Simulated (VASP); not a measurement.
# WSe2 in VASP: relaxation of cell and atoms with PBE+D3(BJ)

Aim: the relaxation of cell and atoms of WSe2 with PBE+D3(BJ).

All numbers are computed with VASP 6.6.1; they aren't measurements. Logs are shortened: lines on timing, memory, paths and dates and some standing lists are left out, and cuts for length are marked.

### 1 The cell of the first run

The cell holds a slab with vacuum, 6 atoms: a = 3.318 Å, b = 3.318 Å, c = 24.069 Å, α = 90.00°, β = 90.00°, γ = 120.00°.

### 2 Relaxation of cell and atoms, PBE+D3(BJ)

Input file INCAR:

```
SYSTEM = WSe2
PREC = Accurate ; ENCUT = 600
EDIFF = 1E-6 ; ISMEAR = 0
SIGMA = 0.02 ; LREAL = .False.
LASPH = .True. ; NELM = 80
ALGO = Normal ; ISIF = 3
LWAVE = .False. ; LCHARG = .False.
GGA = PE ; IVDW = 12
IBRION = 2 ; NSW = 100
EDIFFG = -0.005
```

Input file KPOINTS:

```
Automatic mesh
0
Gamma
  9 9 2
  0 0 0
```

Input file POSCAR:

```
WSe2
1.0
    3.3178532690      0.0000000000      0.0000000000
   -1.6589266345      2.8733452170      0.0000000000
    0.0000000000      0.0000000000     24.0685192700
W Se
2 4
Direct
    0.6666666700      0.3333333300      0.1415375200
    0.3333333300      0.6666666700      0.8584624800
    0.3333333300      0.6666666700      0.2105944900
    0.6666666700      0.3333333300      0.9275621000
    0.3333333300      0.6666666700      0.0724379000
    0.6666666700      0.3333333300      0.7894055100
```

Potentials or basis: VASP PAW PBE potentials, release 64 (W_sv, Se).

Run with:

```console
cat potpaw_PBE.64/W_sv/POTCAR potpaw_PBE.64/Se/POTCAR > POTCAR
mpirun -np 1 vasp_std > vasp.out
```

OUTCAR:

```text
SYSTEM = WSe2
   PREC = Accurate
   ENCUT = 600
   EDIFF = 1E-6
   ISMEAR = 0
   LREAL = .False.
   LASPH = .True.
   NELM = 80
   ISIF = 3
   GGA = PE
   IVDW = 12
   IBRION = 2
   NSW = 100
   EDIFFG = -0.005
 IVDW          = 12

 ion  position               nearest neighbor table
   1  0.667  0.333  0.142-   3 2.54   3 2.54   3 2.54   5 2.54   5 2.54   5 2.54
   2  0.333  0.667  0.858-   6 2.54   6 2.54   6 2.54   4 2.54   4 2.54   4 2.54
   3  0.333  0.667  0.211-   1 2.54   1 2.54   1 2.54
   4  0.667  0.333  0.928-   2 2.54   2 2.54   2 2.54
   5  0.333  0.667  0.072-   1 2.54   1 2.54   1 2.54
   6  0.667  0.333  0.789-   2 2.54   2 2.54   2 2.54

  LATTYP: Found a hexagonal cell.
 ALAT       =     3.3178532690
 C/A-ratio  =     7.2542446331

  Lattice vectors:

 A1 = (   3.3178532690,   0.0000000000,   0.0000000000)
 A2 = (  -1.6589266345,   2.8733452170,   0.0000000000)
 A3 = (   0.0000000000,   0.0000000000,  24.0685192700)

Analysis of symmetry for initial positions (statically):
=====================================================================
 Subroutine PRICEL returns:
 Original cell was already a primitive cell.

 Routine SETGRP: Setting up the symmetry group for a
 hexagonal supercell.

 Subroutine GETGRP returns: Found 12 space group operations
 (whereof 12 operations were pure point group operations)
 out of a pool of 24 trial point group operations.

The static configuration has the point symmetry D_3d.

Analysis of symmetry for dynamics (positions and initial velocities):
=====================================================================
 Subroutine PRICEL returns:
 Original cell was already a primitive cell.

 Routine SETGRP: Setting up the symmetry group for a
 hexagonal supercell.

 Subroutine GETGRP returns: Found 12 space group operations
 (whereof 12 operations were pure point group operations)
 out of a pool of 24 trial point group operations.

The dynamic configuration has the point symmetry D_3d.

 Subroutine INISYM returns: Found 12 space group operations
 (whereof 12 operations are pure point group operations),
 and found     1 'primitive' translations

----------------------------------------------------------------------------------------

                                     Primitive cell

  volume of cell :     229.4533

  direct lattice vectors                    reciprocal lattice vectors
     3.317853269  0.000000000  0.000000000     0.301399706  0.174013201  0.000000000
    -1.658926634  2.873345217  0.000000000     0.000000000  0.348026403  0.000000000
     0.000000000  0.000000000 24.068519270     0.000000000  0.000000000  0.041548048

  length of vectors
     3.317853269  3.317853269 24.068519270     0.348026403  0.348026403  0.041548048

  position of ions in fractional coordinates (direct lattice)
     0.666666670  0.333333330  0.141537520
     0.333333330  0.666666670  0.858462480
     0.333333330  0.666666670  0.210594490
     0.666666670  0.333333330  0.927562100
     0.333333330  0.666666670  0.072437900
     0.666666670  0.333333330  0.789405510

  ion indices of the primitive-cell ions
   primitive index   ion index
                 1           1
                 2           2
                 3           3
                 4           4
                 5           5
                 6           6

----------------------------------------------------------------------------------------

 KPOINTS: Automatic mesh

Automatic generation of k-mesh.
 Grid dimensions read from file:
 generate k-points for:    9    9    2

 Generating k-lattice:

  Cartesian coordinates                     Fractional coordinates (reciprocal lattice)
     0.033488856  0.019334800  0.000000000     0.111111111  0.000000000  0.000000000
     0.000000000  0.038669600  0.000000000     0.000000000  0.111111111  0.000000000
     0.000000000  0.000000000  0.020774024     0.000000000  0.000000000  0.500000000

  Length of vectors
     0.038669600  0.038669600  0.020774024

  Shift w.r.t. Gamma in fractional coordinates (k-lattice)
     0.000000000  0.000000000  0.000000000

 Subroutine IBZKPT returns following result:
 ===========================================

 Found     24 irreducible k-points:

 Following reciprocal coordinates:
            Coordinates               Weight
  0.000000  0.000000  0.000000      1.000000
  0.111111  0.000000  0.000000      6.000000
  0.222222  0.000000  0.000000      6.000000
  0.333333  0.000000  0.000000      6.000000
  0.444444  0.000000  0.000000      6.000000
  0.111111  0.111111  0.000000      6.000000
[... 16 lines left out ...]
  0.333333  0.222222  0.500000     12.000000
  0.333333  0.333333  0.500000      2.000000
   k-points           NKPTS =     24   k-points in BZ     NKDIM =     24   number of bands    NBANDS=     31
   number of dos      NEDOS =    301   number of ions     NIONS =      6
   total plane-waves  NPLWV = 150528
   dimension x,y,z NGX =    28 NGY =   28 NGZ =  192
   dimension x,y,z NGXF=    56 NGYF=   56 NGZF=  384
   ions per type =               2   4
   NGX,Y,Z   is equivalent  to a cutoff of  14.03, 14.03, 13.26 a.u.
   NGXF,Y,Z  is equivalent  to a cutoff of  28.06, 28.06, 26.52 a.u.
 SYSTEM =  WSe2
   PREC   = accura    normal or accurate (medium, high low for compatibility)
   ISTART =      0    job   : 0-new  1-cont  2-samecut
   ICHARG =      2    charge: 1-file 2-atom 10-const
   ISPIN  =      1    spin polarized calculation?
   LNONCOLLINEAR =      F non collinear calculations
   LSORBIT =      F    spin-orbit coupling
   LASPH  =      T    aspherical Exc in radial PAW
   ENCUT  =  600.0 eV  44.10 Ry    6.64 a.u.   6.63  6.63 48.07*2*pi/ulx,y,z
   NELM   =     80;   NELMIN=  2; NELMDL= -5     # of ELM steps
   EDIFF  = 0.1E-05   stopping-criterion for ELM
   LREAL  =      F    real-space projection
   EDIFFG = -.5E-02   stopping-criterion for IOM
   NSW    =    100    number of steps for IOM
   IBRION =      2    ionic relax: 0-MD 1-quasi-New 2-CG
   NFREE  =      1    steps in history (QN), initial steepest desc. (CG)
   ISIF   =      3    stress and relaxation
   ISYM   =      2    0-nonsym 1-usesym 2-fastsym
   POTIM  = 0.5000    time-step for ionic-motion
   TEBEG  =    0.0;   TEEND  =   0.0 temperature during run
   PSTRESS=    0.0 pullay stress
   NELECT =      52.0000    total number of electrons
   NUPDOWN=      -1.0000    fix difference up-down
   EMIN   =  10.00;   EMAX   =-10.00  energy-range for DOS
   EFERMI =   0.00;   METHOD = LEGACY
   ISMEAR =     0;   SIGMA  =   0.02  broadening in eV -4-tet -1-fermi 0-gaus
   EFERMI_NEDOS =   21; number of points for ismear=-14 and -15
   IALGO  =     38    algorithm
   IMIX   =      4    mixing-type and parameters
     AMIX     =   0.40;   BMIX     =  1.00
     AMIX_MAG =   1.60;   BMIX_MAG =  1.00
  volume/ion in A,a.u.               =      38.24       258.07
  Fermi-wavevector in a.u.,A,eV,Ry     =   0.998109  1.886152 13.554408  0.996221
  Thomas-Fermi vector in A             =   2.130310
   LORBIT       =      0    0 simple, 1 ext, 2 COOP (PROOUT), +10 PAW based schemes
   GGA     = PE    functional components
   LHFCALC =     F    Hartree Fock is set to
   AEXX    =    0.0000 exact exchange contribution
   IVDW    =    12    specifies the selected vdW correction
   LEPSILON=     F    determine dielectric tensor
   LRPA    =     F    only Hartree local field effects (RPA)
 conjugate gradient relaxation of ions
 non-spin polarized calculation
 Gauss-broadening in eV      SIGMA  =   0.02
  energy-cutoff  :      600.00
  volume of cell :      229.45
 maximum number of plane-waves:      7740
 NGX is ok and might be reduce to    28
   NGX = 13   NGY = 13   NGZ = 97

--------------------------------------- Ionic step        1  -------------------------------------------

 number of electron      52.0000000 magnetization

 Free energy of the ion-electron system (eV)
  ---------------------------------------------------
  ext. energy  EPLUGINS =         0.00000000
  ---------------------------------------------------
  free energy    TOTEN  =       -43.22650558 eV

  energy without entropy =      -43.22650558  energy(sigma->0) =      -43.22650558

------------------------ aborting loop because EDIFF is reached ----------------------------------------

 Edisp (eV)   -2.29264

 E8    (eV) :    -1.0540

  FORCE on cell =-STRESS in cart. coord.  units (eV):
  Direction    XX          YY          ZZ          XY          YZ          ZX
  --------------------------------------------------------------------------------------
  -------------------------------------------------------------------------------------
  Total      -1.25163    -1.25163     0.78121    -0.00000    -0.00000     0.00000
  in kB      -8.73963    -8.73963     5.45488    -0.00000    -0.00000     0.00000
  external pressure =       -4.01 kB  Pullay stress =        0.00 kB
[... 109 lines left out ...]
  FREE ENERGIE OF THE ION-ELECTRON SYSTEM (eV)
  ---------------------------------------------------
  free  energy   TOTEN  =       -45.5418379047 eV

  energy  without entropy=      -45.5418379047  energy(sigma->0) =      -45.54183790

[... ionic steps 4 to 21 ...]

--------------------------------------- Ionic step       22  -------------------------------------------

 number of electron      52.0000002 magnetization

------------------------ aborting loop because EDIFF is reached ----------------------------------------

 Edisp (eV)   -2.42331

 E8    (eV) :    -1.1134
[... 77 lines left out ...]
  energy  without entropy=      -45.5820544311  energy(sigma->0) =      -45.58205443

--------------------------------------- Ionic step       24  -------------------------------------------

 number of electron      52.0000002 magnetization

 Free energy of the ion-electron system (eV)
  ---------------------------------------------------
  ext. energy  EPLUGINS =         0.00000000
  ---------------------------------------------------
  free energy    TOTEN  =       -43.15846200 eV

  energy without entropy =      -43.15846200  energy(sigma->0) =      -43.15846200

 E-fermi :   1.5318     XC(G=0):  -6.5348

 val. band max:        1.3473130091   @ k =   0.0000   0.0000   0.0000
 cond. band min:       2.7094873277   @ k =   0.2222   0.1111   0.0000
 fundamental gap:      1.3621743187
 Fermi energy:         1.5318092476

 k-point     1 :       0.0000    0.0000    0.0000
  band No.  band energies     occupation
      1     -72.8333      2.00000
      2     -72.8333      2.00000
      3     -37.0789      2.00000
      4     -37.0789      2.00000
      5     -36.9448      2.00000
      6     -36.9448      2.00000
[... 842 lines left out ...]
  FREE ENERGIE OF THE ION-ELECTRON SYSTEM (eV)
  ---------------------------------------------------
  free  energy   TOTEN  =       -45.5820557334 eV

  energy  without entropy=      -45.5820557334  energy(sigma->0) =      -45.58205573

 reached required accuracy - stopping structural energy minimisation
```

It took 32 min on 1 thread of Intel Xeon 6975P-C (Granite Rapids), shared host; peak memory 0.56 GiB.

What came out:

* Free energy: -45.5821 eV
* Relaxed cell: a = 3.284 Å, b = 3.284 Å, c = 22.923 Å, α = 90.00°, β = 90.00°, γ = 120.00°
* Space group after relaxing (to 0.1 Å): P-3m1 (No. 164)
* Energy gained by relaxing: 10.5 meV/atom
* Ionic steps: 24
* Largest force after relaxing: 0.005 eV/Å
* Band gap on the k mesh: 1.36 eV (least direct gap 1.62 eV)
* Dispersion energy per atom: -0.404 eV

Forces on the atoms (eV/Å):
```
W    0.000  0.000  0.001
W    0.000  0.000 -0.001
Se   0.000  0.000  0.005
Se   0.000  0.000  0.000
Se   0.000  0.000  0.000
Se   0.000  0.000 -0.005
```

The path:
```csv
step,energy change (eV),largest force (eV/Å),pressure (GPa),volume (Å³)
1,0.0000,0.3026,-0.40,229.45
2,-0.0227,0.1237,-0.10,226.27
3,-0.0227,0.1190,-0.10,226.19
4,-0.0260,0.1449,0.05,225.19
5,-0.0326,0.2236,0.51,222.21
6,-0.0292,0.5279,1.52,216.30
7,-0.0338,0.3364,0.89,219.93
8,-0.0342,0.3353,0.89,219.87
9,-0.0354,0.3322,0.88,219.66
10,-0.0378,0.3260,0.86,219.26
11,-0.0423,0.3141,0.81,218.45
12,-0.0498,0.2927,0.74,216.83
13,-0.0581,0.2587,0.63,213.57
14,-0.0584,0.2467,0.60,212.30
15,-0.0617,0.1337,0.29,213.24
16,-0.0628,0.0357,-0.09,214.42
17,-0.0628,0.0377,-0.05,214.27
18,-0.0628,0.0404,-0.04,214.23
19,-0.0629,0.0216,-0.02,214.19
20,-0.0629,0.0058,0.00,214.14
21,-0.0629,0.0061,0.01,214.14
22,-0.0629,0.0093,0.01,214.16
23,-0.0629,0.0065,0.00,214.14
24,-0.0629,0.0049,0.00,214.14
```

Final structure:
```
W Se
1.0
     3.28427    0.00000    0.00000
    -1.64214    2.84426    0.00000
     0.00000    0.00000   22.92349
W Se
2 4
Direct
  0.66667 0.33333 0.13955
  0.33333 0.66667 0.86045
  0.33333 0.66667 0.21313
  0.66667 0.33333 0.93401
  0.33333 0.66667 0.06599
  0.66667 0.33333 0.78687
```

Caveat: spin-orbit coupling is left out, which moves the levels of the heavy elements.
